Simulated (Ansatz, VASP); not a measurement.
## Two plane-wave programs on Rh

INCAR

```
SYSTEM = Rh
PREC = Accurate
ENCUT = 520
EDIFF = 1E-8
ISMEAR = -1
SIGMA = 0.08
LREAL = .False.
LASPH = .True.
NELM = 80
ALGO = Normal
ISIF = 2
LWAVE = .False.
LCHARG = .False.
GGA = PS
LEFG = .True.
NBANDS = 14
```

File KPOINTS:

```
Automatic mesh
0
Gamma
  16 16 16
  0 0 0
```

The input POSCAR:

```
Rh
1.0
    0.0000000000      1.9585965000      1.9015500000
    1.9585965000      0.0000000000      1.9015500000
    1.9585965000      1.9585965000      0.0000000000
Rh
1
Direct
    0.0000000000      0.0000000000      0.0000000000
```

Input for Ansatz:

```yaml
crystal:
  lattice:
    - [0.0, 1.9585965, 1.90155]
    - [1.9585965, 0.0, 1.90155]
    - [1.9585965, 1.9585965, 0.0]
  atoms:
    - { symbol: Rh, position: [0.0, 0.0, 0.0] }
kpoints:
  mp_grid: { grid: [16, 16, 16] }
scf:
  occupations: { method: fermi_dirac, width: 0.08 }
hamiltonian:
  xc: pbesol
  pseudopotentials: { kind: paw }
output:
  forces: true
  stress: true
  eigenvalues: true
  efg: { contact_densities: true }
```

Change from the starting cell: equal xx and yy strain of +3 %, PAW files.

Alike in both runs: task electric field gradients; functional PBEsol; k mesh 16 × 16 × 16; occupations fermi-dirac, width 0.08 eV; no spin polarisation.

|  | VASP | Ansatz |
| --- | --- | --- |
| version | VASP 6.6.1 | Ansatz 0.2.0 |
| potentials or method | VASP PAW PBE potentials, release 64 (Rh_pv) | PAW with Ansatz's default frozen-core files, scalar-relativistic |
| plane-wave cutoff (eV) | 520 | 420 |
| valence electrons in the cell | 15 | 17 |

```csv
,VASP,Ansatz,Ansatz less VASP
pressure (GPa),-18.4,-18.3,+0.05
"traceless stress, the component that is largest in VASP (GPa)",3.93,3.94,+0.010
size of Vzz on the site where it differs most (V/Å²),2.9,3.6,+0.62
```

VASP's potentials were made for PBE, not for PBEsol. VASP's potentials hold 15 valence electrons a cell and Ansatz's 17, so a difference there can come from the potentials and not from the codes.
